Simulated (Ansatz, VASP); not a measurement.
Two plane-wave programs on PbO

```
Pb O
1.0
     0.00000    2.63230    2.63230
     2.63230    0.00000    2.63230
     2.63230    2.63230    0.00000
Pb O
1 1
Direct
  0.00000 0.00000 0.00000
  0.50000 0.50000 0.50000
```

Alike in both runs: functional PBE; k mesh 12 × 12 × 12; occupations fermi-dirac, width 0.05 eV; no spin polarisation.

Ansatz relaxed the structure, and its values are those at the end. VASP's run is a single point on that final structure, the one shown.

|  | VASP | Ansatz |
| --- | --- | --- |
| version | VASP 6.6.1 | Ansatz 0.2.0 |
| potentials or method | VASP PAW PBE potentials, release 64 (Pb_d, O) | PAW with Ansatz's default frozen-core files, scalar-relativistic |
| plane-wave cutoff (eV) | 520 | 420 |
| valence electrons in the cell | 20 | 20 |

VASP gave:

| Item | Value |
| --- | --- |
| pressure (GPa) | -0.1 |

Task: Estimate Ansatz's values.

Result: Pressure (GPa): 0.0.

Spin-orbit coupling is off throughout.
